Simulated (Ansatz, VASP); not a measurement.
**Ge3Pd in VASP and in Ansatz**

```
Pd Ge
1.0
     4.08604    0.00000    0.00000
     0.00000    4.08604    0.00000
     0.00000    0.00000    4.08604
Pd Ge
1 3
Cartesian
  0.0000 0.0000 0.0000
  2.0430 2.0430 0.0000
  2.0430 0.0000 2.0430
  0.0000 2.0430 2.0430
```

Alike in both runs: task single point; functional PBE; k mesh 7 × 7 × 7; occupations fermi-dirac, width 0.05 eV; no spin polarisation.

|  | VASP | Ansatz |
| --- | --- | --- |
| version | VASP 6.6.1 | Ansatz 0.2.0 |
| potentials or method | VASP PAW PBE potentials, release 64 (Pd, Ge_d) | Ansatz PAW |
| plane-wave cutoff (eV) | 520 | 420 |
| valence electrons in the cell | 52 | 60 |

|  | VASP | Ansatz | Ansatz less VASP |
| --- | --- | --- | --- |
| gap on the k mesh at the Fermi level (eV) | none | none | - |
| pressure (GPa) | 4.0 | 3.8 | -0.24 |

A gap of «none» marks a metal or a gap that the smearing closes. VASP's potentials hold 52 valence electrons a cell and Ansatz's 60, so a difference there can come from the potentials and not from the codes.
